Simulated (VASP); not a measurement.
# Sr (I4/mmm) in VASP: relaxation of cell and atoms with PBE

Aim: the relaxation of cell and atoms of Sr with PBE.

All numbers are computed with VASP 6.6.1; they aren't measurements. Logs are shortened: lines on timing, memory, paths and dates and some standing lists are left out, and cuts for length are marked.

### Step 1. The cell of the first run

The structure is tetragonal, space group I4/mmm (No. 139). The conventional cell has a = 4.720 Å, b = 4.720 Å, c = 4.697 Å, α = 90.00°, β = 90.00°, γ = 90.00°. Sr (site symmetry 4/mmm) has 14 Sr at 4.08 to 4.72 Å within 5.4 Å.

This isn't the form of Sr at room conditions, which is fcc.

### Step 2. Relaxation of cell and atoms, PBE

The input, INCAR:

```
  ALGO = Fast
  EDIFF = 1E-7
  EDIFFG = -0.01
  ENCUT = 600
  GGA = PE
  IBRION = 2
  ISIF = 3
  ISMEAR = 0
  LASPH = T
  LCHARG = F
  LREAL = F
  LWAVE = F
  NELM = 80
  NSW = 80
  PREC = Accurate
  SIGMA = 0.1
```

The input, KPOINTS:

```
k-points
0
Gamma
  12 12 12
```

The input, POSCAR:

```
Sr
1.0
   -2.3602111076      2.3602111076      2.3486519460
    2.3602111076     -2.3602111076      2.3486519460
    2.3602111076      2.3602111076     -2.3486519460
Sr
1
Direct
    0.5000000000      0.5000000000      0.0000000000
```

Potentials or basis: VASP PAW PBE potentials, release 64 (Sr_sv).

The run is started by

```console
$ cat potpaw_PBE.64/Sr_sv/POTCAR > POTCAR
$ mpirun -np 1 vasp_std > vasp.out
```

OUTCAR:

```text
EDIFF = 1E-7
   EDIFFG = -0.01
   ENCUT = 600
   GGA = PE
   IBRION = 2
   ISIF = 3
   ISMEAR = 0
   LASPH = T
   LREAL = F
   NELM = 80
   NSW = 80
   PREC = Accurate

 ion  position               nearest neighbor table
   1  0.500  0.500  0.000-

  LATTYP: Found a body centered tetragonal cell.
 ALAT       =     4.7204222152
 C/A-ratio  =     0.9951024883

  Lattice vectors:

 A1 = (  -2.3602111076,   2.3602111076,   2.3486519460)
 A2 = (   2.3602111076,  -2.3602111076,   2.3486519460)
 A3 = (   2.3602111076,   2.3602111076,  -2.3486519460)

Analysis of symmetry for initial positions (statically):
=====================================================================
 Subroutine PRICEL returns:
 Original cell was already a primitive cell.

 Routine SETGRP: Setting up the symmetry group for a
 body centered tetragonal supercell.

 Subroutine GETGRP returns: Found 16 space group operations
 (whereof 16 operations were pure point group operations)
 out of a pool of 16 trial point group operations.

The static configuration has the point symmetry D_4h.

Analysis of symmetry for dynamics (positions and initial velocities):
=====================================================================
 Subroutine PRICEL returns:
 Original cell was already a primitive cell.

 Routine SETGRP: Setting up the symmetry group for a
 body centered tetragonal supercell.

 Subroutine GETGRP returns: Found 16 space group operations
 (whereof 16 operations were pure point group operations)
 out of a pool of 16 trial point group operations.

The dynamic configuration has the point symmetry D_4h.

 Subroutine INISYM returns: Found 16 space group operations
 (whereof 16 operations are pure point group operations),
 and found     1 'primitive' translations

----------------------------------------------------------------------------------------

                                     Primitive cell

  volume of cell :      52.3336

  direct lattice vectors                    reciprocal lattice vectors
    -2.360211108  2.360211108  2.348651946     0.000000000  0.211845457  0.212888079
     2.360211108 -2.360211108  2.348651946     0.211845457  0.000000000  0.212888079
     2.360211108  2.360211108 -2.348651946     0.211845457  0.211845457  0.000000000

  length of vectors
     4.081342783  4.081342783  4.081342783     0.300332868  0.300332868  0.299594718

  position of ions in fractional coordinates (direct lattice)
     0.500000000  0.500000000  0.000000000

  ion indices of the primitive-cell ions
   primitive index   ion index
                 1           1

----------------------------------------------------------------------------------------

 KPOINTS: k-points

Automatic generation of k-mesh.
 Grid dimensions read from file:
 generate k-points for:   12   12   12

 Generating k-lattice:

  Cartesian coordinates                     Fractional coordinates (reciprocal lattice)
     0.000000000  0.017653788  0.017740673     0.083333333  0.000000000  0.000000000
     0.017653788  0.000000000  0.017740673     0.000000000  0.083333333  0.000000000
     0.017653788  0.017653788  0.000000000     0.000000000  0.000000000  0.083333333

  Length of vectors
     0.025027739  0.025027739  0.024966226

  Shift w.r.t. Gamma in fractional coordinates (k-lattice)
     0.000000000  0.000000000  0.000000000

 Subroutine IBZKPT returns following result:
 ===========================================

 Found    163 irreducible k-points:

 Following reciprocal coordinates:
            Coordinates               Weight
  0.000000  0.000000  0.000000      1.000000
  0.083333  0.000000 -0.000000      8.000000
  0.166667  0.000000 -0.000000      8.000000
  0.250000  0.000000 -0.000000      8.000000
  0.333333  0.000000 -0.000000      8.000000
  0.416667  0.000000 -0.000000      8.000000
[... 16 lines left out ...]
  0.500000  0.166667 -0.000000     16.000000
 -0.416667  0.166667  0.000000     16.000000
 [... further k-points ...]
   k-points           NKPTS =    163   k-points in BZ     NKDIM =    163   number of bands    NBANDS=      9
   number of dos      NEDOS =    301   number of ions     NIONS =      1
   total plane-waves  NPLWV =  46656
   dimension x,y,z NGX =    36 NGY =   36 NGZ =   36
   dimension x,y,z NGXF=    72 NGYF=   72 NGZF=   72
   ions per type =               1
   NGX,Y,Z   is equivalent  to a cutoff of  14.66, 14.66, 14.66 a.u.
   NGXF,Y,Z  is equivalent  to a cutoff of  29.33, 29.33, 29.33 a.u.
 SYSTEM =  unknown system
   PREC   = accura    normal or accurate (medium, high low for compatibility)
   ISTART =      0    job   : 0-new  1-cont  2-samecut
   ICHARG =      2    charge: 1-file 2-atom 10-const
   ISPIN  =      1    spin polarized calculation?
   LNONCOLLINEAR =      F non collinear calculations
   LSORBIT =      F    spin-orbit coupling
   LASPH  =      T    aspherical Exc in radial PAW
   ENCUT  =  600.0 eV  44.10 Ry    6.64 a.u.   8.15  8.15  8.15*2*pi/ulx,y,z
   NELM   =     80;   NELMIN=  2; NELMDL= -5     # of ELM steps
   EDIFF  = 0.1E-06   stopping-criterion for ELM
   LREAL  =      F    real-space projection
   EDIFFG = -.1E-01   stopping-criterion for IOM
   NSW    =     80    number of steps for IOM
   IBRION =      2    ionic relax: 0-MD 1-quasi-New 2-CG
   NFREE  =      1    steps in history (QN), initial steepest desc. (CG)
   ISIF   =      3    stress and relaxation
   ISYM   =      2    0-nonsym 1-usesym 2-fastsym
   POTIM  = 0.5000    time-step for ionic-motion
   TEBEG  =    0.0;   TEEND  =   0.0 temperature during run
   PSTRESS=    0.0 pullay stress
   NELECT =      10.0000    total number of electrons
   NUPDOWN=      -1.0000    fix difference up-down
   EMIN   =  10.00;   EMAX   =-10.00  energy-range for DOS
   EFERMI =   0.00;   METHOD = LEGACY
   ISMEAR =     0;   SIGMA  =   0.10  broadening in eV -4-tet -1-fermi 0-gaus
   EFERMI_NEDOS =   21; number of points for ismear=-14 and -15
   IALGO  =     68    algorithm
   IMIX   =      4    mixing-type and parameters
     AMIX     =   0.40;   BMIX     =  1.00
     AMIX_MAG =   1.60;   BMIX_MAG =  1.00
  volume/ion in A,a.u.               =      52.33       353.16
  Fermi-wavevector in a.u.,A,eV,Ry     =   0.942934  1.781887 12.097278  0.889125
  Thomas-Fermi vector in A             =   2.070592
   LORBIT       =      0    0 simple, 1 ext, 2 COOP (PROOUT), +10 PAW based schemes
   GGA     = PE    functional components
   LHFCALC =     F    Hartree Fock is set to
   AEXX    =    0.0000 exact exchange contribution
   IVDW    =     0    specifies the selected vdW correction
   LEPSILON=     F    determine dielectric tensor
   LRPA    =     F    only Hartree local field effects (RPA)
 conjugate gradient relaxation of ions
 non-spin polarized calculation
 RMM-DIIS sequential band-by-band and
 Gauss-broadening in eV      SIGMA  =   0.10
  energy-cutoff  :      600.00
  volume of cell :       52.33
 maximum number of plane-waves:      1769
 NGX is ok and might be reduce to    36
   NGX = 17   NGY = 17   NGZ = 17

--------------------------------------- Ionic step        1  -------------------------------------------

 number of electron      10.0000000 magnetization

 Free energy of the ion-electron system (eV)
  ---------------------------------------------------
  ext. energy  EPLUGINS =         0.00000000
  ---------------------------------------------------
  free energy    TOTEN  =        -1.63223006 eV

  energy without entropy =       -1.62648194  energy(sigma->0) =       -1.62935600

------------------------ aborting loop because EDIFF is reached ----------------------------------------

  FORCE on cell =-STRESS in cart. coord.  units (eV):
  Direction    XX          YY          ZZ          XY          YZ          ZX
  --------------------------------------------------------------------------------------
  -------------------------------------------------------------------------------------
  Total        0.1137167      0.1137167      0.1207114      0.0000000      0.0000000      0.0000000
  in kB        3.4814050      3.4814050      3.6955445      0.0000000      0.0000000      0.0000000
  external PRESSURE =       3.5527848 kB  Pullay stress =       0.0000000 kB

 VOLUME and BASIS-vectors are now :
 -----------------------------------------------------------------------------
  energy-cutoff  :      600.00
  volume of cell :       52.33
      direct lattice vectors                 reciprocal lattice vectors
    -2.360211108  2.360211108  2.348651946     0.000000000  0.211845457  0.212888079
     2.360211108 -2.360211108  2.348651946     0.211845457  0.000000000  0.212888079
     2.360211108  2.360211108 -2.348651946     0.211845457  0.211845457  0.000000000
[... 36 lines left out ...]
 POSITION                                       TOTAL-FORCE (eV/Angst)
 -----------------------------------------------------------------------------------
      2.37316      2.37316      0.00000        -0.000000      0.000000      0.000000
 -----------------------------------------------------------------------------------
    total drift:                                0.000000      0.000000     -0.000000

  FREE ENERGIE OF THE ION-ELECTRON SYSTEM (eV)
  ---------------------------------------------------
  free  energy   TOTEN  =        -1.6335967752 eV

  energy  without entropy=       -1.6276511605  energy(sigma->0) =       -1.63062397

--------------------------------------- Ionic step        3  -------------------------------------------

 number of electron      10.0000000 magnetization

 Free energy of the ion-electron system (eV)
  ---------------------------------------------------
  ext. energy  EPLUGINS =         0.00000000
  ---------------------------------------------------
  free energy    TOTEN  =        -1.63387473 eV

  energy without entropy =       -1.62775769  energy(sigma->0) =       -1.63081621

 E-fermi :   1.6620     XC(G=0):  -7.4051

 val. band max:        1.6582031445   @ k =  -0.4167   0.5000   0.3333
 cond. band min:       1.6624721195   @ k =   0.5000   0.5000   0.2500
 fundamental gap:      0.0042689750
 Fermi energy:         1.6620498979

 k-point     1 :       0.0000    0.0000    0.0000
  band No.  band energies     occupation
      1     -34.9249      2.00000
      2     -16.8080      2.00000
      3     -16.8077      2.00000
      4     -16.8077      2.00000
      5      -2.0181      2.00000
      6       4.0339      0.00000
      7       4.0592      0.00000
      8       4.0592      0.00000
      9       5.3753      0.00000

 k-point     2 :       0.0833    0.0000   -0.0000
  band No.  band energies     occupation
      1     -34.9238      2.00000
      2     -16.8225      2.00000
      3     -16.8124      2.00000
      4     -16.8078      2.00000
      5      -1.8974      2.00000
      6       3.9372      0.00000
      7       3.9821      0.00000
      8       4.1641      0.00000
      9       5.2439      0.00000
[... 253 lines left out ...]
 k-point    24 :      -0.4167    0.1667    0.0000
  band No.  band energies     occupation
      1     -34.9109      2.00000
      2     -16.9689      2.00000
      3     -16.8702      2.00000
      4     -16.8233      2.00000
      5      -0.0418      2.00000
      6       2.4975      0.00000
      7       2.9277      0.00000
      8       5.0662      0.00000
      9       5.7603      0.00000

 [... further k-points ...]

------------------------ aborting loop because EDIFF is reached ----------------------------------------

  FORCE on cell =-STRESS in cart. coord.  units (eV):
  Direction    XX          YY          ZZ          XY          YZ          ZX
  --------------------------------------------------------------------------------------
  -------------------------------------------------------------------------------------
  Total       -0.0085891     -0.0085891     -0.0034401      0.0000000      0.0000000     -0.0000000
  in kB       -0.2550323     -0.2550323     -0.1021462      0.0000000      0.0000000     -0.0000000
  external PRESSURE =      -0.2040703 kB  Pullay stress =       0.0000000 kB

 VOLUME and BASIS-vectors are now :
 -----------------------------------------------------------------------------
  energy-cutoff  :      600.00
  volume of cell :       53.96
      direct lattice vectors                 reciprocal lattice vectors
    -2.383907847  2.383907847  2.373683067     0.000000000  0.209739651  0.210643117
     2.383907847 -2.383907847  2.373683067     0.209739651  0.000000000  0.210643117
     2.383907847  2.383907847 -2.373683067     0.209739651  0.209739651  0.000000000

 POSITION                                       TOTAL-FORCE (eV/Angst)
 -----------------------------------------------------------------------------------
      0.00000      0.00000      2.37368         0.000000      0.000000     -0.000000
 -----------------------------------------------------------------------------------
    total drift:                                0.000000     -0.000000      0.000000

  FREE ENERGIE OF THE ION-ELECTRON SYSTEM (eV)
  ---------------------------------------------------
  free  energy   TOTEN  =        -1.6338747293 eV

  energy  without entropy=       -1.6277576934  energy(sigma->0) =       -1.63081621

 reached required accuracy - stopping structural energy minimisation
```

Run time: 8.5 min. Hardware: 1 thread of Intel Xeon 8259CL, shared host; peak memory 0.29 GiB.

What came out:

* Free energy: -1.6339 eV
* Relaxed volume: 53.96 Å³/atom
* Relaxed cell: a = 4.123 Å, b = 4.123 Å, c = 4.123 Å, α = 109.36°, β = 109.36°, γ = 109.70°
* Space group after relaxing (to 0.1 Å): Im-3m (No. 229)
* Energy gained by relaxing: 1.6 meV/atom
* Ionic steps: 3
* Pressure after relaxing: 0.0 GPa
* Band gap on the k mesh: zero (bands 5 and 6 overlap by 0.51 eV)

Step by step:
| step | energy change (eV) | largest force (eV/Å) | pressure (GPa) | volume (Å³) |
| --- | --- | --- | --- | --- |
| 1 | 0.0000 | 0.0000 | 0.36 | 52.33 |
| 2 | -0.0014 | 0.0000 | 0.15 | 53.22 |
| 3 | -0.0016 | 0.0000 | -0.02 | 53.96 |

Final structure:
```yaml
crystal:
  lattice:
    - [-2.38391, 2.38391, 2.37368]
    - [2.38391, -2.38391, 2.37368]
    - [2.38391, 2.38391, -2.37368]
  atoms:
    - { symbol: Sr, position: [0.50000, 0.50000, 0.00000] }
```
